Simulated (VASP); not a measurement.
# BaTeH6 (P1) in VASP: relaxation of cell and atoms with PBEsol

Aim: the relaxation of cell and atoms of BaTeH6 with PBEsol.

All numbers are computed with VASP 6.6.1; they aren't measurements. Logs are shortened: lines on timing, memory, paths and dates and some standing lists are left out, and cuts for length are marked.

## Step 1: The cell of the first run

The typed cell holds 8 atoms: a = 4.714 Å, b = 4.765 Å, c = 4.722 Å, α = 94.37°, β = 94.07°, γ = 94.47°.

## Step 2: Relaxation of cell and atoms, PBEsol

INCAR reads:

```
PREC = Accurate
ENCUT = 600
EDIFF = 1E-6
ISMEAR = -1
SIGMA = 0.05
LREAL = F
LASPH = T
NELM = 80
ALGO = Normal
ISIF = 3
LWAVE = F
LCHARG = F
GGA = PS
IBRION = 2
NSW = 100
EDIFFG = -0.01
```

KPOINTS reads:

```
regular mesh
0
Gamma
  4 4 4
```

POSCAR reads:

```
BaTeH6
1.0
    3.4623072489      1.9846054540      2.5093212221
   -3.4971908874      2.0158003555      2.5325857639
    0.0095737578     -3.9956251198      2.5171478714
Ba Te H
1 1 6
Direct
   -0.0042146739      0.0201904531     -0.0029086283
    0.4695381877      0.4940731470      0.4802626653
    0.5275966745      0.2056723331      0.1451566169
    0.1993665158      0.1848267418      0.5133622727
    0.8099425885      0.4378436071      0.7952435389
    0.7400939152      0.8299133768      0.4857026758
    0.4659410874      0.8077292769      0.8290087119
    0.2044040809      0.5245668512      0.1811139399
```

Potentials or basis: VASP PAW PBE potentials, release 64 (Ba_sv, Te, H).

The run is started by

```console
cat potpaw_PBE.64/Ba_sv/POTCAR potpaw_PBE.64/Te/POTCAR potpaw_PBE.64/H/POTCAR > POTCAR
mpirun -np 1 vasp_std > vasp.out
```

OUTCAR:

```text
PREC = Accurate
   ENCUT = 600
   EDIFF = 1E-6
   ISMEAR = -1
   LREAL = F
   LASPH = T
   NELM = 80
   ISIF = 3
   GGA = PS
   IBRION = 2
   NSW = 100
   EDIFFG = -0.01

 ion  position               nearest neighbor table
   1  0.996  0.020  0.997-   5 2.47   3 2.56   8 2.59   4 2.60   3 2.62   7 2.65   7 2.66   6 2.68
                             4 2.69   8 2.80   2 3.61   2 3.95   2 4.11   2 4.17   2 4.18
   2  0.470  0.494  0.480-   8 1.84   4 1.89   6 1.96   3 2.06   7 2.14   5 2.16   1 3.61   1 3.95
                             1 4.11   1 4.17   1 4.18
   3  0.528  0.206  0.145-   2 2.06   1 2.56   1 2.62
   4  0.199  0.185  0.513-   2 1.89   1 2.60   1 2.69
   5  0.810  0.438  0.795-   2 2.16   1 2.47
   6  0.740  0.830  0.486-   2 1.96   1 2.68
   7  0.466  0.808  0.829-   2 2.14   1 2.65   1 2.66
   8  0.204  0.525  0.181-   2 1.84   1 2.59   1 2.80

  LATTYP: Found a triclinic cell.
 ALAT       =     4.7141195667
 B/A-ratio  =     1.4648340333
 C/A-ratio  =     1.0108501995
 COS(alpha) =     0.0012076437
 COS(beta)  =     0.0780228879
 COS(gamma) =     0.7312155586

  Lattice vectors:

 A1 = (  -3.4623072489,  -1.9846054540,  -2.5093212221)
 A2 = (  -3.4527334911,  -5.9802305738,   0.0078266493)
 A3 = (  -3.4971908874,   2.0158003555,   2.5325857639)

Analysis of symmetry for initial positions (statically):
=====================================================================
 Subroutine PRICEL returns:
 Original cell was already a primitive cell.

 Routine SETGRP: Setting up the symmetry group for a
 triclinic supercell.

 Subroutine GETGRP returns: Found  1 space group operations
 (whereof  1 operations were pure point group operations)
 out of a pool of  2 trial point group operations.

The static configuration has the point symmetry C_1 .

Analysis of symmetry for dynamics (positions and initial velocities):
=====================================================================
 Subroutine PRICEL returns:
 Original cell was already a primitive cell.

 Routine SETGRP: Setting up the symmetry group for a
 triclinic supercell.

 Subroutine GETGRP returns: Found  1 space group operations
 (whereof  1 operations were pure point group operations)
 out of a pool of  2 trial point group operations.

The dynamic configuration has the point symmetry C_1 .

 Subroutine INISYM returns: Found  1 space group operations
 (whereof  1 operations are pure point group operations),
 and found     1 'primitive' translations

----------------------------------------------------------------------------------------

                                     Primitive cell

  volume of cell :     105.1380

  direct lattice vectors                    reciprocal lattice vectors
     3.462307249  1.984605454  2.509321222     0.144508523  0.083958194  0.132722428
    -3.497190887  2.015800356  2.532585764    -0.142877536  0.082663920  0.131760996
     0.009573758 -3.995625120  2.517147871    -0.000305381 -0.166868045  0.132396184

  length of vectors
     4.714119567  4.765268705  4.722408830     0.213417277  0.211206709  0.213011237

  position of ions in fractional coordinates (direct lattice)
     0.995785326  0.020190453  0.997091372
     0.469538188  0.494073147  0.480262665
     0.527596675  0.205672333  0.145156617
     0.199366516  0.184826742  0.513362273
     0.809942589  0.437843607  0.795243539
     0.740093915  0.829913377  0.485702676
     0.465941087  0.807729277  0.829008712
     0.204404081  0.524566851  0.181113940

  ion indices of the primitive-cell ions
   primitive index   ion index
                 1           1
                 2           2
                 3           3
                 4           4
                 5           5
                 6           6
                 7           7
                 8           8

----------------------------------------------------------------------------------------

 KPOINTS: regular mesh

Automatic generation of k-mesh.
 Grid dimensions read from file:
 generate k-points for:    4    4    4

 Generating k-lattice:

  Cartesian coordinates                     Fractional coordinates (reciprocal lattice)
     0.036127131  0.020989548  0.033180607     0.250000000 -0.000000000  0.000000000
    -0.035719384  0.020665980  0.032940249     0.000000000  0.250000000  0.000000000
    -0.000076345 -0.041717011  0.033099046     0.000000000  0.000000000  0.250000000

  Length of vectors
     0.053354319  0.052801677  0.053252809

  Shift w.r.t. Gamma in fractional coordinates (k-lattice)
     0.000000000  0.000000000  0.000000000

 Subroutine IBZKPT returns following result:
 ===========================================

 Found     36 irreducible k-points:

 Following reciprocal coordinates:
            Coordinates               Weight
  0.000000  0.000000  0.000000      1.000000
  0.250000  0.000000  0.000000      2.000000
  0.500000  0.000000  0.000000      1.000000
 -0.000000  0.250000  0.000000      2.000000
  0.250000  0.250000  0.000000      2.000000
  0.500000  0.250000  0.000000      2.000000
[... 16 lines left out ...]
 -0.000000 -0.250000  0.250000      2.000000
  0.250000 -0.250000  0.250000      2.000000
 [... further k-points ...]
   k-points           NKPTS =     36   k-points in BZ     NKDIM =     36   number of bands    NBANDS=     16
   number of dos      NEDOS =    301   number of ions     NIONS =      8
   total plane-waves  NPLWV =  64000
   dimension x,y,z NGX =    40 NGY =   40 NGZ =   40
   dimension x,y,z NGXF=    80 NGYF=   80 NGZF=   80
   ions per type =               1   1   6
   NGX,Y,Z   is equivalent  to a cutoff of  14.11, 13.95, 14.08 a.u.
   NGXF,Y,Z  is equivalent  to a cutoff of  28.21, 27.91, 28.16 a.u.
 SYSTEM =  unknown system
   PREC   = accura    normal or accurate (medium, high low for compatibility)
   ISTART =      0    job   : 0-new  1-cont  2-samecut
   ICHARG =      2    charge: 1-file 2-atom 10-const
   ISPIN  =      1    spin polarized calculation?
   LNONCOLLINEAR =      F non collinear calculations
   LSORBIT =      F    spin-orbit coupling
   LASPH  =      T    aspherical Exc in radial PAW
   ENCUT  =  600.0 eV  44.10 Ry    6.64 a.u.   9.42  9.52  9.43*2*pi/ulx,y,z
   NELM   =     80;   NELMIN=  2; NELMDL= -5     # of ELM steps
   EDIFF  = 0.1E-05   stopping-criterion for ELM
   LREAL  =      F    real-space projection
   EDIFFG = -.1E-01   stopping-criterion for IOM
   NSW    =    100    number of steps for IOM
   IBRION =      2    ionic relax: 0-MD 1-quasi-New 2-CG
   NFREE  =      1    steps in history (QN), initial steepest desc. (CG)
   ISIF   =      3    stress and relaxation
   ISYM   =      2    0-nonsym 1-usesym 2-fastsym
   POTIM  = 0.5000    time-step for ionic-motion
   TEBEG  =    0.0;   TEEND  =   0.0 temperature during run
   PSTRESS=    0.0 pullay stress
   NELECT =      22.0000    total number of electrons
   NUPDOWN=      -1.0000    fix difference up-down
   EMIN   =  10.00;   EMAX   =-10.00  energy-range for DOS
   EFERMI =   0.00;   METHOD = LEGACY
   ISMEAR =    -1;   SIGMA  =   0.05  broadening in eV -4-tet -1-fermi 0-gaus
   EFERMI_NEDOS =   21; number of points for ismear=-14 and -15
   IALGO  =     38    algorithm
   IMIX   =      4    mixing-type and parameters
     AMIX     =   0.40;   BMIX     =  1.00
     AMIX_MAG =   1.60;   BMIX_MAG =  1.00
  volume/ion in A,a.u.               =      13.14        88.69
  Fermi-wavevector in a.u.,A,eV,Ry     =   0.971917  1.836657 12.852374  0.944623
  Thomas-Fermi vector in A             =   2.102173
   LORBIT       =      0    0 simple, 1 ext, 2 COOP (PROOUT), +10 PAW based schemes
   GGA     = PS    functional components
   LHFCALC =     F    Hartree Fock is set to
   AEXX    =    0.0000 exact exchange contribution
   IVDW    =     0    specifies the selected vdW correction
   LEPSILON=     F    determine dielectric tensor
   LRPA    =     F    only Hartree local field effects (RPA)
 conjugate gradient relaxation of ions
 non-spin polarized calculation
  energy-cutoff  :      600.00
  volume of cell :      105.14
 maximum number of plane-waves:      3529
 NGX is ok and might be reduce to    40
   NGX = 19   NGY = 19   NGZ = 19

--------------------------------------- Ionic step        1  -------------------------------------------

 number of electron      22.0000000 magnetization

 Free energy of the ion-electron system (eV)
  ---------------------------------------------------
  ext. energy  EPLUGINS =         0.00000000
  ---------------------------------------------------
  free energy    TOTEN  =       -23.42968949 eV

  energy without entropy =      -23.42657591  energy(sigma->0) =      -23.42813270

------------------------ aborting loop because EDIFF is reached ----------------------------------------

  FORCE on cell =-STRESS in cart. coord.  units (eV):
  Direction    XX          YY          ZZ          XY          YZ          ZX
  --------------------------------------------------------------------------------------
  -------------------------------------------------------------------------------------
  Total       -0.1738762      0.2753096      0.4107614     -0.6443190      1.3188860      1.1634497
  in kB       -2.6496670      4.1953903      6.2595147     -9.8186547     20.0982531     17.7295888
  external PRESSURE =       2.6017460 kB  Pullay stress =       0.0000000 kB
[... 107 lines left out ...]
  FREE ENERGIE OF THE ION-ELECTRON SYSTEM (eV)
  ---------------------------------------------------
  free  energy   TOTEN  =       -23.6576648923 eV

  energy  without entropy=      -23.6546972912  energy(sigma->0) =      -23.65618109

[... ionic steps 4 to 70 ...]

--------------------------------------- Ionic step       71  -------------------------------------------

 number of electron      21.9999999 magnetization

------------------------ aborting loop because EDIFF is reached ----------------------------------------
[... 79 lines left out ...]
--------------------------------------- Ionic step       73  -------------------------------------------

 number of electron      21.9999999 magnetization

 Free energy of the ion-electron system (eV)
  ---------------------------------------------------
  ext. energy  EPLUGINS =         0.00000000
  ---------------------------------------------------
  free energy    TOTEN  =       -24.04150047 eV

  energy without entropy =      -24.04150024  energy(sigma->0) =      -24.04150035

 E-fermi :   2.5587     XC(G=0):  -8.7952

 val. band max:        1.9354140761   @ k =   0.5000   0.5000   0.5000
 cond. band min:       3.2005591521   @ k =   0.2500   0.0000   0.2500
 fundamental gap:      1.2651450760
 Fermi energy:         2.5587320962

 k-point     1 :       0.0000    0.0000    0.0000
  band No.  band energies     occupation
      1     -24.6147      2.00000
      2     -10.8025      2.00000
      3      -9.8925      2.00000
      4      -9.8376      2.00000
      5      -9.8214      2.00000
      6      -3.1798      2.00000
[... 433 lines left out ...]
      3     -10.0210      2.00000
      4      -9.9263      2.00000
      5      -9.6862      2.00000
      6      -3.7572      2.00000
[... 8 lines left out ...]
     15       6.7113      0.00000
     16       7.1078      0.00000

 [... further k-points ...]
[... 5 lines left out ...]
  --------------------------------------------------------------------------------------
  -------------------------------------------------------------------------------------
  Total       -0.0162685     -0.0204341     -0.0127962      0.0044357     -0.0008176      0.0045726
  in kB       -0.2424343     -0.3045116     -0.1906899      0.0661014     -0.0121841      0.0681410
  external PRESSURE =      -0.2458786 kB  Pullay stress =       0.0000000 kB
[... 23 lines left out ...]
  FREE ENERGIE OF THE ION-ELECTRON SYSTEM (eV)
  ---------------------------------------------------
  free  energy   TOTEN  =       -24.0415004707 eV

  energy  without entropy=      -24.0415002366  energy(sigma->0) =      -24.04150035

 reached required accuracy - stopping structural energy minimisation
```

Run time: 63 min. Hardware: 1 thread of Intel Xeon Platinum 8259CL at 2.50GHz (Skylake/Cascade Lake), shared host; peak memory 0.32 GiB.

Results:

```
Free energy                           : -24.0415 eV
Relaxed volume                        : 13.44 Å³/atom
Relaxed cell                          : a = 4.820 Å, b = 4.618 Å, c = 4.852 Å, α = 92.36°, β = 93.83°, γ = 92.81°
Space group after relaxing (to 0.1 Å) : P1 (No. 1)
Energy gained by relaxing             : 76.5 meV/atom
Ionic steps                           : 73
Pressure after relaxing               : 0.0 GPa
Largest force after relaxing          : 0.007 eV/Å
Band gap on the k mesh                : 1.27 eV (least direct gap 1.55 eV)
```

Forces in eV/Å, atoms in the order of the input:
```
Ba  -0.001 -0.003  0.000
Te   0.005  0.005  0.001
H    0.002 -0.005 -0.003
H   -0.003  0.004  0.000
H    0.003 -0.003  0.001
H    0.000  0.000 -0.002
H   -0.002  0.001  0.001
H   -0.003  0.001  0.001
```

Step by step:
| step | energy change (eV) | largest force (eV/Å) | pressure (GPa) | volume (Å³) |
| --- | --- | --- | --- | --- |
| 1 | 0.0000 | 1.1500 | 0.26 | 105.14 |
| 3 | -0.2280 | 0.4169 | -0.92 | 105.79 |
| 5 | -0.2741 | 0.2954 | 1.03 | 103.10 |
| 7 | -0.3183 | 0.2412 | 0.24 | 104.92 |
| 9 | -0.3491 | 0.2551 | -0.60 | 107.32 |
| 11 | -0.3935 | 0.3614 | 0.26 | 107.14 |
| 13 | -0.4027 | 0.4867 | 0.81 | 107.02 |
| 15 | -0.4426 | 0.3195 | 0.32 | 108.33 |
| 17 | -0.4489 | 0.3239 | 0.06 | 108.97 |
| 19 | -0.5126 | 0.3663 | -0.72 | 110.43 |
| 21 | -0.5199 | 0.3910 | -0.93 | 111.03 |
| 23 | -0.5425 | 0.3824 | 0.09 | 109.24 |
| 25 | -0.5592 | 0.2267 | -0.14 | 108.22 |
| 27 | -0.5712 | 0.1977 | 0.36 | 106.97 |
| 29 | -0.5810 | 0.1800 | 0.02 | 107.09 |
| 31 | -0.5895 | 0.1210 | 0.23 | 107.24 |
| 33 | -0.5936 | 0.0819 | -0.12 | 108.02 |
| 35 | -0.5953 | 0.1333 | 0.12 | 107.87 |
| 37 | -0.5982 | 0.0751 | -0.08 | 108.06 |
| 39 | -0.5995 | 0.0787 | -0.04 | 107.98 |
| 41 | -0.6014 | 0.0981 | 0.09 | 107.72 |
| 43 | -0.6033 | 0.1078 | -0.03 | 107.57 |
| 45 | -0.6043 | 0.0605 | 0.00 | 107.62 |
| 47 | -0.6069 | 0.0478 | -0.04 | 107.67 |
| 49 | -0.6071 | 0.0716 | -0.05 | 107.69 |
| 51 | -0.6084 | 0.0595 | -0.05 | 107.58 |
| 53 | -0.6091 | 0.0571 | 0.10 | 107.37 |
| 55 | -0.6099 | 0.0691 | -0.10 | 107.57 |
| 57 | -0.6103 | 0.0258 | 0.02 | 107.46 |
| 59 | -0.6107 | 0.0289 | 0.01 | 107.45 |
| 61 | -0.6110 | 0.0194 | -0.02 | 107.42 |
| 63 | -0.6114 | 0.0225 | 0.00 | 107.27 |
| 65 | -0.6115 | 0.0125 | 0.05 | 107.19 |
| 67 | -0.6116 | 0.0134 | 0.02 | 107.28 |
| 69 | -0.6117 | 0.0165 | 0.01 | 107.46 |
| 71 | -0.6117 | 0.0130 | -0.01 | 107.50 |
| 73 | -0.6118 | 0.0073 | -0.02 | 107.51 |

Final structure:
```xyz
8
Lattice="3.4868 2.0535 2.6179 -3.3475 1.9183 2.5376 -0.0444 -4.0640 2.6505" Properties=species:S:1:pos:R:3 pbc="T T T"
Ba    0.0176   -3.8799    2.6146
Te   -0.0959   -0.2008    3.8537
H     1.2233    0.5159    2.9274
H     0.1693   -1.4490    1.9047
H     1.1845   -0.4987    5.2795
H    -0.2509    1.2903    4.7708
H    -1.2260   -0.7079    5.8045
H    -1.0517    0.6701    2.4064
```

Caveat: the PAW data sets were made with another functional, which shifts forces and pressure a little; spin-orbit coupling is left out, which moves the levels of the heavy elements. A k mesh can miss the band edges.
